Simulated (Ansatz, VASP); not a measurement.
One calculation of CsSnI3, two programs

File INCAR:

```
SYSTEM = CsSnI3
ALGO = Normal
EDIFF = 1E-6
ENCUT = 520
GGA = PS
ISIF = 2
ISMEAR = 0
LASPH = .TRUE.
LCHARG = .TRUE.
LELF = .TRUE.
LREAL = .FALSE.
LVHAR = .TRUE.
LWAVE = .FALSE.
NBANDS = 30
NELM = 60
PREC = Accurate
SIGMA = 0.03
```

Contents of KPOINTS:

```
k-points
0
G
  6 6 6
  0 0 0
```

The input POSCAR:

```
CsSnI3
1.0
    6.4539280000      0.0000000000      0.0000000000
    0.0000000000      6.4539280000      0.0000000000
    0.0000000000      0.0000000000      5.7092440000
Cs Sn I
1 1 3
Direct
    0.0000000000      0.0000000000      0.0000000000
    0.5000000000      0.5000000000      0.5000000000
    0.0000000000      0.5000000000      0.5000000000
    0.5000000000      0.0000000000      0.5000000000
    0.5000000000      0.5000000000      0.0000000000
```

Input for Ansatz:

```yaml
crystal:
  lattice:
    - [6.453928, 0.0, 0.0]
    - [0.0, 6.453928, 0.0]
    - [0.0, 0.0, 5.709244]
  atoms:
    - { symbol: Cs, position: [0.0, 0.0, 0.0] }
    - { symbol: Sn, position: [0.5, 0.5, 0.5] }
    - { symbol: I, position: [0.0, 0.5, 0.5] }
    - { symbol: I, position: [0.5, 0.0, 0.5] }
    - { symbol: I, position: [0.5, 0.5, 0.0] }
basis:
  ecutwfc: 420
kpoints:
  mp_grid: { grid: [6, 6, 6] }
hamiltonian:
  xc: pbesol
scf:
  occupations: { method: gaussian, width: 0.03 }
output:
  forces: true
  stress: true
  eigenvalues: true
```

Change from the starting cell: strain +0.040 along x and y, -0.080 along z, atoms carried along.

Alike in both runs: task single point; functional PBEsol; k mesh 6 × 6 × 6; occupations gaussian, width 0.03 eV; no spin polarisation.

|  | VASP | Ansatz |
| --- | --- | --- |
| version | VASP 6.6.1 | Ansatz 0.2.0 |
| potentials or method | VASP PAW PBE potentials, release 64 (Cs_sv, Sn_d, I), cutoff 520 eV | scalar-relativistic, plane waves, PAW |
| valence electrons in the cell | 44 | 74 |

```csv
,VASP,Ansatz,Ansatz less VASP
gap on the k mesh at the Fermi level (eV),none,none,-
pressure (GPa),0.1,0.1,+0.01
"traceless stress, the component that is largest in VASP (GPa)",3.56,3.56,-0.005
```

VASP's potentials were made for PBE, not for PBEsol. A gap of «none» marks a metal or a gap that the smearing closes. The functional is the same, so the differences come from potentials, cutoffs and numerics. VASP's potentials hold 44 valence electrons a cell and Ansatz's 74, so a difference there can come from the potentials and not from the codes.

Neither program's run includes spin-orbit coupling.
